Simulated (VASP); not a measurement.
Crystal: As.

```
As
1.0
     2.56420    0.00000    0.00000
    -1.28210    2.22066    0.00000
     0.00000    0.00000    4.07030
As
2
Cartesian
  0.0000 1.4804 1.0176
  1.2821 0.7402 3.0527
```

Base run:

* Program: VASP 6.6.1
* Functional: PBE
* Potentials or basis: VASP PAW PBE potentials, release 64 (As_d)
* Cutoff: 600 eV
* k mesh: 17 × 17 × 9
* Occupations: fermi-dirac, width 0.05 eV
* Spin: no spin polarisation

Its results: band gap on the k mesh zero (band 15 reaches 18.50 eV, above the bottom of band 16 at 4.66 eV); pressure 121.1 GPa.

Question: The run is repeated on the same cell with these changes: potentials or basis from VASP PAW PBE potentials, release 64 (As_d) to VASP PAW PBE potentials, release 64 (As); cutoff from 600 eV to 520 eV; further incar settings from ALGO = Normal; EDIFF = 1e-06; NBANDS = 22 to ALGO = Normal; EDIFF = 1e-06; NBANDS = 12; valence electrons from 30 to 10. What comes out?

Answer: Band gap on the k mesh zero (band 5 reaches 21.63 eV, above the bottom of band 6 at 7.74 eV); pressure 123.1 GPa.
